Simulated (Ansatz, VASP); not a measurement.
## One calculation of Ti2O, two programs

```xyz
3
Lattice="2.9194 0.0000 0.0000 -1.4597 2.5283 0.0000 0.0000 0.0000 4.7130" Properties=species:S:1:pos:R:3 pbc="T T T"
Ti    1.4597    0.8428    1.3137
Ti    0.0000    1.6855    3.3993
O     0.0000    0.0000    0.0000
```

Alike in both runs: task single point; functional r2SCAN; k mesh 6 × 6 × 4; occupations gaussian, width 0.1 eV; collinear spin.

|  | VASP | Ansatz |
| --- | --- | --- |
| version | VASP 6.6.1 | Ansatz 0.2.0 |
| potentials or method | VASP PAW PBE potentials, release 64 (Ti_sv, O_h), cutoff 910 eV | scalar-relativistic, plane waves, PAW |
| valence electrons in the cell | 30 | 30 |

|  | VASP | Ansatz | Ansatz less VASP |
| --- | --- | --- | --- |
| gap on the k mesh at the Fermi level (eV) | none | none | - |
| rms of the force components (eV/Å) | 0.422 | 0.442 | +0.0197 |
| net moment per atom (μB) | 0.00 | 0.00 | 0.000 |

VASP's potentials were made for PBE, not for r2SCAN. Atom by atom the forces differ by 0.020 eV/Å (rms over components). A gap of «none» marks a metal or a gap that the smearing closes. With one functional, cell and mesh, what is left measures potentials, basis and numerics. Ansatz's warnings: seeded moment not kept, stability check not made.

The k mesh is coarse, so the values compare programs but aren't converged. Noted on VASP's run: the cutoff is short for stress, so the pressure is rough.
